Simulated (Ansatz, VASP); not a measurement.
# InSe in VASP and in Ansatz

```xyz
4
Lattice="2.0473 1.1820 8.0142 -2.0473 1.1820 8.0142 0.0000 -2.3640 8.0142" Properties=species:S:1:pos:R:3 pbc="T T T"
In    0.0000    0.0000    0.0571
In    0.0000    0.0000    2.6055
Se    0.0000    0.0000   14.7932
Se    0.0000    0.0000   19.9954
```

Alike in both runs: task single point; functional PBEsol; k mesh 12 × 12 × 12; occupations gaussian, width 0.05 eV; no spin polarisation.

|  | VASP | Ansatz |
| --- | --- | --- |
| version | VASP 6.6.1 | Ansatz 0.2.0 |
| potentials or method | VASP PAW PBE potentials, release 64 (In_d, Se), cutoff 520 eV | scalar-relativistic, plane waves, PAW |
| valence electrons in the cell | 38 | 58 |

Ansatz gave:

* gap on the k mesh at the Fermi level (eV): 0.20
* least direct gap on the mesh (eV): 0.20
* pressure (GPa): -0.7
* traceless stress, the component that is largest in VASP (GPa): 4.99
* rms of the force components (eV/Å): 0.956

**Question.** Which values does VASP return?

**Answer.** gap on the k mesh at the Fermi level (eV): 0.19; least direct gap on the mesh (eV): 0.19; pressure (GPa): -0.6; traceless stress, the component that is largest in VASP (GPa): 4.99; rms of the force components (eV/Å): 0.950.

VASP's potentials were made for PBE, not for PBEsol. Atom by atom the forces differ by 0.008 eV/Å (rms over components). VASP's potentials hold 38 valence electrons a cell and Ansatz's 58, so a difference there can come from the potentials and not from the codes.
